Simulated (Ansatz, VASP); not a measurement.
## Two plane-wave programs on Ba

```xyz
1
Lattice="-2.4519 2.4519 2.3801 2.4519 -2.4519 2.3801 2.4519 2.4519 -2.3801" Properties=species:S:1:pos:R:3 pbc="T T T"
Ba    0.0000    0.0000    0.0000
```

Alike in both runs: task relaxation of cell and atoms; functional PBEsol; k mesh 12 × 12 × 12; occupations gaussian, width 0.1 eV; no spin polarisation.

|  | VASP | Ansatz |
| --- | --- | --- |
| version | VASP 6.6.1 | Ansatz 0.2.0 |
| potentials or method | VASP PAW PBE potentials, release 64 (Ba_sv), cutoff 600 eV | scalar-relativistic, plane waves, PAW |
| valence electrons in the cell | 10 | 10 |

```tsv
	VASP	Ansatz	Ansatz less VASP
gap on the k mesh at the Fermi level, each at its own relaxed structure (eV)	none	none	-
relaxed volume (Å³/atom)	58.45	58.06	-0.387
relaxed cell length with the largest relative difference (Å)	4.234	4.225	-0.0094
```

VASP's potentials were made for PBE, not for PBEsol. A gap of «none» marks a metal or a gap that the smearing closes.

Spin-orbit coupling is off throughout.
